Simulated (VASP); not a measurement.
A run of VASP 6.6.1 is set up as follows.

File INCAR:

```
SYSTEM = SnGe2
PREC     = Accurate       ! precision mode
ENCUT    = 500            ! plane-wave cutoff, eV
EDIFF    = 1E-6           ! SCF threshold, eV
ISMEAR   = 0              ! smearing method
SIGMA    = 0.2            ! smearing width, eV
LREAL    = .FALSE.        ! projectors in reciprocal space
LASPH    = .TRUE.         ! aspherical terms in the spheres
NELM     = 120            ! most SCF steps
ALGO     = Normal         ! electronic algorithm
ISIF     = 2              ! what is computed and relaxed
LWAVE    = .FALSE.        ! write WAVECAR
LCHARG   = .TRUE.         ! write CHGCAR
GGA      = PE             ! functional
LELF     = .TRUE.         ! ELF
LVHAR    = .TRUE.       
NBANDS   = 28             ! bands
GGA_COMPAT= .FALSE.
```

The input KPOINTS:

```
regular mesh
0
G
  6 6 3
  0 0 0
```

The input POSCAR:

```
SnGe2
1.0
    2.9131590291      0.0000000000      0.0000000000
    0.0000000000      2.9131590291      0.0000000000
    0.0000000000      0.0000000000      8.2808910608
Sn Ge
1 2
Direct
    0.5000000000      0.5000000000      0.0000000000
    0.5000000000      0.5000000000      0.3438879119
    0.5000000000      0.5000000000      0.6561120881
```

Potentials or basis: VASP PAW PBE potentials, release 64 (Sn_d, Ge_d).

Launch:

```bash
$ cat potpaw_PBE.64/Sn_d/POTCAR potpaw_PBE.64/Ge_d/POTCAR > POTCAR
$ mpirun -np 1 vasp_std > vasp.out
```

**Question.** Predict the band gap on the k mesh.

**Answer.** Zero (bands 21 and 22 overlap by 7.11 eV).

**Question.** What does it give for the largest force?

**Answer.** 0.049 eV/Å.

**Question.** What does it give for the pressure?

**Answer.** -0.3 GPa.

Forces in eV/Å, atoms in the order of the input:
```
Sn   0.000  0.000  0.000
Ge   0.000  0.000  0.049
Ge   0.000  0.000 -0.049
```

Caveat: spin-orbit coupling is left out, which moves the levels of the heavy elements.
